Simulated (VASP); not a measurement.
# Ag in VASP: single point with PBE+D3(BJ)

Aim: the single point of Ag with PBE+D3(BJ).

All numbers are computed with VASP 6.6.1; they aren't measurements. Logs are shortened: lines on timing, memory, paths and dates and some standing lists are left out, and cuts for length are marked.

## 1. The cell of the first run

The cell holds a slab with vacuum, 12 atoms: a = 5.761 Å, b = 5.761 Å, c = 22.970 Å, α = 90.00°, β = 90.00°, γ = 120.00°.

## 2. Single point, PBE+D3(BJ)

Contents of INCAR:

```
SYSTEM = Ag
ALGO = Normal
DIPOL = 0.5 0.5 0.450
EDIFF = 1E-6
ENCUT = 520
GGA = PE
IDIPOL = 3
ISIF = 2
ISMEAR = 0
IVDW = 12
LASPH = .TRUE.
LCHARG = .TRUE.
LDIPOL = .TRUE.
LELF = .TRUE.
LREAL = .FALSE.
LVACPOTAV = .TRUE.
LVHAR = .TRUE.
LWAVE = .FALSE.
NBANDS = 78
NELM = 60
PREC = Accurate
SIGMA = 0.1
```

Contents of KPOINTS:

```
k-points
0
G
  4 4 1
  0 0 0
```

Contents of POSCAR:

```
Ag
1.0
    5.7606628207      0.0000000000      0.0000000000
   -2.8803314104      4.9888803454      0.0000000000
    0.0000000000      0.0000000000     22.9700614970
Ag
12
Direct
    0.3333333333      0.1666666667      0.3482794333
    0.3333333333      0.6666666667      0.3482794333
    0.8333333333      0.1666666667      0.3482794333
    0.8333333333      0.6666666667      0.3482794333
    0.6651541227      0.3302093212      0.4505644124
    0.6652420656      0.8348097150      0.4504797534
    0.1666351044      0.3333262253      0.4500776413
    0.1699568013      0.8349539651      0.4506149784
    0.0001149273      0.4999098473      0.5509932453
    0.0003420842      0.0004253575      0.5509266120
    0.4994025761      0.4995885746      0.5509321040
    0.4998542137      0.0000682297      0.5540626124
```

Potentials or basis: VASP PAW PBE potentials, release 64 (Ag).

On the command line:

```
cat potpaw_PBE.64/Ag/POTCAR > POTCAR
mpirun -np 1 vasp_std > vasp.out
```

OUTCAR:

```text
SYSTEM = Ag
   EDIFF = 1E-6
   ENCUT = 520
   GGA = PE
   ISIF = 2
   ISMEAR = 0
   IVDW = 12
   LASPH = .TRUE.
   LREAL = .FALSE.
   NELM = 60
   PREC = Accurate
 IVDW          = 12

 ion  position               nearest neighbor table
   1  0.333  0.167  0.348-   7 2.87   5 2.87   8 2.87   3 2.88   3 2.88   4 2.88   4 2.88   2 2.88
                             2 2.88
   2  0.333  0.667  0.348-   7 2.87   6 2.87   8 2.87   4 2.88   4 2.88   3 2.88   3 2.88   1 2.88
                             1 2.88
   3  0.833  0.167  0.348-   7 2.87   6 2.87   5 2.87   1 2.88   1 2.88   2 2.88   2 2.88   4 2.88
                             4 2.88
   4  0.833  0.667  0.348-   2 2.88   2 2.88   1 2.88   1 2.88   3 2.88   3 2.88   6 2.89   5 2.89
                             8 2.89
   5  0.665  0.330  0.451-  11 2.85   9 2.85   8 2.85   6 2.85   3 2.87   1 2.87   7 2.88   7 2.88
                             4 2.89  12 2.89   6 2.91   8 2.91
   6  0.665  0.835  0.450-  10 2.85  11 2.85   8 2.85   5 2.85   3 2.87   2 2.87   7 2.88   7 2.88
                             4 2.89  12 2.90   5 2.91   8 2.91
   7  0.167  0.333  0.450-  11 2.85  10 2.85   9 2.85   3 2.87   2 2.87   1 2.87   5 2.88   6 2.88
                             8 2.88   8 2.88   6 2.88   5 2.88
   8  0.170  0.835  0.451-  10 2.85   9 2.85   5 2.85   6 2.85   2 2.87   1 2.87   7 2.88   7 2.88
                             4 2.89  12 2.89   6 2.91   5 2.91
   9  0.000  0.500  0.551-   8 2.85   5 2.85   7 2.85  11 2.88  10 2.88  12 2.88  12 2.88  10 2.88
                            11 2.88
  10  0.000  0.000  0.551-   8 2.85   6 2.85   7 2.85  11 2.88   9 2.88  12 2.88   9 2.88  12 2.88
                            11 2.89
  11  0.499  0.500  0.551-   5 2.85   6 2.85   7 2.85  10 2.88   9 2.88  12 2.88  12 2.88   9 2.88
                            10 2.89
  12  0.500  0.000  0.554-  10 2.88  11 2.88   9 2.88   9 2.88  11 2.88  10 2.88   8 2.89   5 2.89
                             6 2.90

  LATTYP: Found a hexagonal cell.
 ALAT       =     5.7606628207
 C/A-ratio  =     3.9873990567

  Lattice vectors:

 A1 = (   5.7606628207,   0.0000000000,   0.0000000000)
 A2 = (  -2.8803314104,   4.9888803454,   0.0000000000)
 A3 = (   0.0000000000,   0.0000000000,  22.9700614970)

Analysis of symmetry for initial positions (statically):
=====================================================================
 Subroutine PRICEL returns:
 Original cell was already a primitive cell.

 Routine SETGRP: Setting up the symmetry group for a
 hexagonal supercell.

 Subroutine GETGRP returns: Found  1 space group operations
 (whereof  1 operations were pure point group operations)
 out of a pool of 24 trial point group operations.

[... 139 lines left out ...]
     AMIX_MAG =   1.60;   BMIX_MAG =  1.00
  volume/ion in A,a.u.               =      55.01       371.24
  Fermi-wavevector in a.u.,A,eV,Ry     =   0.957312  1.809058 12.469013  0.916447
  Thomas-Fermi vector in A             =   2.086319
   LORBIT       =      0    0 simple, 1 ext, 2 COOP (PROOUT), +10 PAW based schemes
   GGA     = PE    functional components
   LHFCALC =     F    Hartree Fock is set to
   AEXX    =    0.0000 exact exchange contribution
   IVDW    =    12    specifies the selected vdW correction
   LEPSILON=     F    determine dielectric tensor
   LRPA    =     F    only Hartree local field effects (RPA)
 non-spin polarized calculation
 Gauss-broadening in eV      SIGMA  =   0.10
  energy-cutoff  :      520.00
  volume of cell :      660.14
 maximum number of plane-waves:     17881
 NGX is ok and might be reduce to    48
   NGX = 21   NGY = 21   NGZ = 85

 dipolmoment           0.000000      0.000000      0.011741 electrons x Angstroem

 number of electron     131.9999994 magnetization

 dipolmoment           0.000000      0.000000     -0.001325 electrons x Angstroem

 Free energy of the ion-electron system (eV)
  ---------------------------------------------------
  ext. energy  EPLUGINS =         0.00000000
  ---------------------------------------------------
  free energy    TOTEN  =       -29.63432274 eV

  energy without entropy =      -29.56407767  energy(sigma->0) =      -29.59920020

 E-fermi :  -0.4731     XC(G=0):  -4.4942

 val. band max:       -0.4749196558   @ k =   0.2500   0.0000   0.0000
 cond. band min:      -0.4716944946   @ k =   0.2500   0.0000   0.0000
 fundamental gap:      0.0032251613
 Fermi energy:        -0.4730935058

 k-point     1 :       0.0000    0.0000    0.0000
  band No.  band energies     occupation
      1      -7.6679      2.00000
      2      -6.6984      2.00000
      3      -6.6869      2.00000
      4      -6.6867      2.00000
      5      -6.6766      2.00000
      6      -6.5405      2.00000
[... 799 lines left out ...]
     77       4.6191      0.00000
     78       5.1700      0.00000

------------------------ aborting loop because EDIFF is reached ----------------------------------------

 Edisp (eV)   -4.90782

 E8    (eV) :    -2.2438

  FORCE on cell =-STRESS in cart. coord.  units (eV):
  Direction    XX          YY          ZZ          XY          YZ          ZX
  --------------------------------------------------------------------------------------
  -------------------------------------------------------------------------------------
  Total      -1.65487    -1.65507     1.12338     0.00121     0.00020     0.00145
  in kB      -4.01640    -4.01689     2.72645     0.00294     0.00048     0.00352
  external pressure =       -1.77 kB  Pullay stress =        0.00 kB

 VOLUME and BASIS-vectors are now :
 -----------------------------------------------------------------------------
  energy-cutoff  :      520.00
  volume of cell :      660.14
      direct lattice vectors                 reciprocal lattice vectors
     5.760662821  0.000000000  0.000000000     0.173591135  0.100222889  0.000000000
    -2.880331410  4.988880345  0.000000000     0.000000000  0.200445778  0.000000000
     0.000000000  0.000000000 22.970061497     0.000000000  0.000000000  0.043534929

 POSITION                                       TOTAL-FORCE (eV/Angst)
 -----------------------------------------------------------------------------------
      1.44017      0.83148      8.00000         0.003513     -0.002780     -0.046026
     -0.00000      3.32592      8.00000        -0.001961      0.003608     -0.047879
      4.32050      0.83148      8.00000        -0.003432     -0.000464     -0.049245
      2.88033      3.32592      8.00000         0.002934     -0.000452      0.009809
      2.88062      1.64737     10.34949         0.001249      0.112617     -0.064313
      1.42771      4.16477     10.34755         0.094666     -0.055258     -0.052536
     -0.00016      1.66292     10.33831        -0.000555      0.001201     -0.088772
     -1.42588      4.16549     10.35065        -0.097885     -0.058568     -0.071578
     -1.43924      2.49399     12.65635        -0.015984      0.005833      0.146364
      0.00075      0.00212     12.65482        -0.012037     -0.023194      0.149655
      1.43791      2.49239     12.65494         0.018285      0.020963      0.147577
      2.87930      0.00034     12.72685         0.011207     -0.003508     -0.033056
 -----------------------------------------------------------------------------------
    total drift:                               -0.000026      0.000001      0.003676

  FREE ENERGIE OF THE ION-ELECTRON SYSTEM (eV)
  ---------------------------------------------------
  free  energy   TOTEN  =       -34.5421414012 eV

  energy  without entropy=      -34.4718963320  energy(sigma->0) =      -34.50701887

 vacuum level on the upper side and lower side of the slab         4.017         4.025
```

OSZICAR:

```text
N       E                     dE             d eps       ncg     rms          rms(c)
DAV:   1     0.841552287975E+03    0.84155E+03   -0.58332E+04  1560   0.142E+03
DAV:   2     0.625691782040E+01   -0.83530E+03   -0.79039E+03  1760   0.302E+02
DAV:   3    -0.314796838717E+02   -0.37737E+02   -0.36849E+02  1688   0.603E+01
[... 16 lines left out ...]
DAV:  20    -0.296343172364E+02   -0.34758E-05   -0.21908E-07   970   0.103E-03    0.251E-04
DAV:  21    -0.296343193120E+02   -0.20756E-05   -0.72066E-08  1012   0.340E-04    0.120E-04
DAV:  22    -0.296343204341E+02   -0.11221E-05   -0.87882E-08  1012   0.434E-04    0.995E-05
DAV:  23    -0.296343220708E+02   -0.16366E-05   -0.21916E-08   962   0.230E-04    0.697E-05
DAV:  24    -0.296343227393E+02   -0.66850E-06   -0.10229E-08   938   0.221E-04
   1 F= -.34542141E+02 E0= -.34507019E+02  d E =-.702451E-01
```

stdout:

```text
POSCAR found type information on POSCAR Ag
 POSCAR found :  1 types and      12 ions
 scaLAPACK will be used
 LDA part: xc-table for (Slater+PW92), standard interpolation
 POSCAR, INCAR and KPOINTS ok, starting setup
 FFT: planning ... GRIDC
 FFT: planning ... GRID_SOFT
 FFT: planning ... GRID
 WAVECAR not read
 entering main loop
 -----------------------------------------------------------------------------
|                                                                             |
|           W    W    AA    RRRRR   N    N  II  N    N   GGGG   !!!           |
|           W    W   A  A   R    R  NN   N  II  NN   N  G    G  !!!           |
|           W    W  A    A  R    R  N N  N  II  N N  N  G       !!!           |
|           W WW W  AAAAAA  RRRRR   N  N N  II  N  N N  G  GGG   !            |
|           WW  WW  A    A  R   R   N   NN  II  N   NN  G    G                |
|           W    W  A    A  R    R  N    N  II  N    N   GGGG   !!!           |
|                                                                             |
|     Did not find any points to average over, which means that no vacuum     |
|     field-free region was found. Please increase the size of  your cell     |
|     in the dimension of the dipole correction to obtain accurate            |
|     workfunction values.                                                    |
|                                                                             |
 -----------------------------------------------------------------------------
```

Run time: 17 min. Hardware: 1 thread of Intel Xeon Platinum 8559C (Emerald Rapids), shared host; peak memory 0.93 GiB.

What came out:

```yaml
Free_energy: -34.5421 eV
Largest_force: 0.152 eV/Å
Band_gap_on_the_k_mesh: zero (bands 66 and 67 overlap by 0.38 eV)
Dispersion_energy_per_atom: -0.409 eV
```

Forces on the atoms (eV/Å):
```
Ag   0.004 -0.003 -0.046
Ag  -0.002  0.004 -0.048
Ag  -0.003  0.000 -0.049
Ag   0.003  0.000  0.010
Ag   0.001  0.113 -0.064
Ag   0.095 -0.055 -0.053
Ag  -0.001  0.001 -0.089
Ag  -0.098 -0.059 -0.072
Ag  -0.016  0.006  0.146
Ag  -0.012 -0.023  0.150
Ag   0.018  0.021  0.148
Ag   0.011 -0.004 -0.033
```
